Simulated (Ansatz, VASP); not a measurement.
# Mg3O in VASP and in Ansatz

```
Mg O
1.0
    -1.92537    1.92537    4.30084
     1.92537   -1.92537    4.30084
     1.92537    1.92537   -4.30084
Mg O
3 1
Direct
  0.50000 0.50000 0.00000
  0.25000 0.75000 0.50000
  0.75000 0.25000 0.50000
  0.00000 0.00000 0.00000
```

Alike in both runs: task single point; functional PBE; k mesh 6 × 6 × 6; occupations gaussian, width 0.1 eV; no spin polarisation.

|  | VASP | Ansatz |
| --- | --- | --- |
| version | VASP 6.6.1 | Ansatz 0.2.0 |
| potentials or method | VASP PAW PBE potentials, release 64 (Mg, O), cutoff 520 eV | scalar-relativistic, plane waves, PAW |
| valence electrons in the cell | 12 | 36 |

VASP gave:

```
gap on the k mesh at the Fermi level (eV)                     : none
pressure (GPa)                                                : 3.3
traceless stress, the component that is largest in VASP (GPa) : 5.87
```

Which values does Ansatz return?

gap on the k mesh at the Fermi level (eV): none; pressure (GPa): 3.4; traceless stress, the component that is largest in VASP (GPa): 5.87.

A gap of «none» marks a metal or a gap that the smearing closes. The functional is the same, so the differences come from potentials, cutoffs and numerics. VASP's potentials hold 12 valence electrons a cell and Ansatz's 36, so a difference there can come from the potentials and not from the codes.

The k mesh is coarse, so the values compare programs but aren't converged.
